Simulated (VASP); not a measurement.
Write the native input for VASP 6.6.1 that does the following.

- Task: single point
- Functional: PBE
- Potentials or basis: VASP PAW PBE potentials, release 64 (Cd)
- Cutoff: 500 eV
- k mesh: 18 × 18 × 8
- Occupations: gaussian, width 0.15 eV
- Spin: no spin polarisation
- Dipole correction: no
- Further INCAR settings: ALGO = Normal; EDIFF = 1e-06; NBANDS = 19

The structure of Cd lies in POSCAR:

```
Cd
1.0
    3.0533443208      0.0000000000      0.0000000000
   -1.5266721604      2.6442737483      0.0000000000
    0.0000000000      0.0000000000      5.8985325000
Cd
2
Direct
    0.3333333333      0.6666666667      0.2500000000
    0.6666666667      0.3333333333      0.7500000000
```

This cell differs from its parent crystal: strain +0.025 along x and y, +0.050 along z.

These files were run (other wordings do the same):

INCAR

```
SYSTEM = Cd
PREC = Accurate
ENCUT = 500
EDIFF = 1E-6
ISMEAR = 0
SIGMA = 0.15
LREAL = .False.
LASPH = .True.
NELM = 120
ALGO = Normal
ISIF = 2
LWAVE = .False.
LCHARG = .True.
GGA = PE
LELF = .True.
LVHAR = .True.
NBANDS = 19
GGA_COMPAT = .False.
```

KPOINTS

```
regular mesh
0
Gamma
  18 18 8
  0 0 0
```

Potentials or basis: VASP PAW PBE potentials, release 64 (Cd).

Run with:

```console
$ cat potpaw_PBE.64/Cd/POTCAR > POTCAR
$ mpirun -np 1 vasp_std > vasp.out
```

Results of the run:

* Pressure: -1.2 GPa
* Band gap on the k mesh: zero (bands 12 and 13 overlap by 4.21 eV)

Caveat: the cell differs from its parent crystal (strain +0.025 along x and y, +0.050 along z).

It took 2.9 min on 1 thread of Intel Xeon 8259CL, on a shared host, peak memory 0.26 GiB.
